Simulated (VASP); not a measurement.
Runs of VASP 6.6.1 on Tl. The structure is that of space group P6_3/mmc (No. 194), or close to it. The cells are those of the table. 

```csv
cell,k mesh,gap on the mesh (eV),pressure (GPa)
"a = 3.378, b = 3.378, c = 10.977 Å, angles 90.0, 90.0, 120.0°, 4 atoms",14 × 14 × 4,none,(a)
"a = 3.466, b = 3.466, c = 11.263 Å, angles 90.0, 90.0, 120.0°, 4 atoms",12 × 12 × 4,none,-2.6
"a = 3.423, b = 3.423, c = 11.122 Å, angles 90.0, 90.0, 120.0°, 4 atoms",12 × 12 × 4,none,-1.5
"a = 3.508, b = 3.508, c = 11.400 Å, angles 90.0, 90.0, 120.0°, 4 atoms",12 × 12 × 4,none,-3.5
```

Alike in all rows: task single point; level LDA; potentials or basis VASP PAW LDA potentials, release 64 (Tl_d); no spin polarisation; cutoff (eV) 520; smearing fermi-dirac 0.1 eV.

Q: Fill in the values left out.

A: (a) 0.1.

Caveats: spin-orbit coupling is left out, which moves the levels of the heavy elements; the cell stands under tension (at least some runs).

A k mesh can miss the band edges, and the runs leave out spin-orbit coupling on Tl.

A gap of «none» marks levels without a gap at the run's occupations.
